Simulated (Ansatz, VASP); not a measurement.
**One calculation of Ni, two programs**

INCAR

```
SYSTEM = Ni
ALGO = Normal
EDIFF = 1E-6
ENCUT = 520
GGA = PE
ISIF = 2
ISMEAR = -1
LASPH = .TRUE.
LCHARG = .FALSE.
LREAL = .FALSE.
LWAVE = .FALSE.
NBANDS = 11
NELM = 80
PREC = Accurate
SIGMA = 0.05
```

The input KPOINTS:

```
k-points
0
G
  18 18 18
  0 0 0
```

Contents of POSCAR:

```
Ni
1.0
    0.0000000000      1.7679500000      1.7679500000
    1.7679500000      0.0000000000      1.7679500000
    1.7679500000      1.7679500000      0.0000000000
Ni
1
Direct
    0.0000000000      0.0000000000      0.0000000000
```

Input for Ansatz:

```yaml
crystal:
  lattice:
    - [0.0, 1.76795, 1.76795]
    - [1.76795, 0.0, 1.76795]
    - [1.76795, 1.76795, 0.0]
  atoms:
    - { symbol: Ni, position: [0.0, 0.0, 0.0] }
kpoints:
  mp_grid: { grid: [18, 18, 18] }
scf:
  occupations: { method: fermi_dirac, width: 0.05 }
hamiltonian:
  xc: pbe
  pseudopotentials: { kind: all_electron, lapw: { basis_error: 0.00025 } }
output:
  forces: true
  stress: true
  eigenvalues: true
  dos: { projected: true, de: 0.2, e_range: [-14, 8] }
```

Alike in both runs: task single point; functional PBE; k mesh 18 × 18 × 18; occupations fermi-dirac, width 0.05 eV; no spin polarisation.

|  | VASP | Ansatz |
| --- | --- | --- |
| version | VASP 6.6.1 | Ansatz 0.2.0 |
| potentials or method | VASP PAW PBE potentials, release 64 (Ni), cutoff 520 eV | all-electron LAPW, scalar-relativistic |

```csv
,VASP,Ansatz,Ansatz less VASP
pressure (GPa),-3.9,-3.9,-0.09
```

Ansatz ran all-electron here, and VASP with PAW potentials.
